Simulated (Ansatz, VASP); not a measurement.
## HfO2: VASP beside Ansatz

```
Hf O
1.0
     0.00000    2.55750    2.55750
     2.55750    0.00000    2.55750
     2.55750    2.55750    0.00000
Hf O
1 2
Direct
  0.00000 0.00000 0.00000
  0.24153 0.24153 0.24153
  0.75847 0.75847 0.75847
```

Change from the starting cell: mode 7 (564.8 1/cm) frozen in, largest displacement -0.075 Å.

Alike in both runs: task single point; functional r2SCAN; k mesh 8 × 8 × 8; occupations gaussian, width 0.05 eV; no spin polarisation.

|  | VASP | Ansatz |
| --- | --- | --- |
| version | VASP 6.6.1 | Ansatz 0.2.0 |
| potentials or method | VASP PAW PBE potentials, release 64 (Hf_pv, O), cutoff 520 eV | scalar-relativistic, plane waves, PAW |
| valence electrons in the cell | 22 | 38 |

```csv
,VASP,Ansatz,Ansatz less VASP
gap on the k mesh at the Fermi level (eV),4.23,4.23,-0.004
least direct gap on the mesh (eV),4.23,4.23,-0.004
pressure (GPa),-10.8,-7.2,+3.64
"traceless stress, the component that is largest in VASP (GPa)",2.13,2.45,+0.315
rms of the force components (eV/Å),0.713,0.728,+0.0151
```

VASP's potentials were made for PBE, not for r2SCAN. Atom by atom the forces differ by 0.015 eV/Å (rms over components). VASP's potentials hold 22 valence electrons a cell and Ansatz's 38, so a difference there can come from the potentials and not from the codes.

Spin-orbit coupling is off throughout.
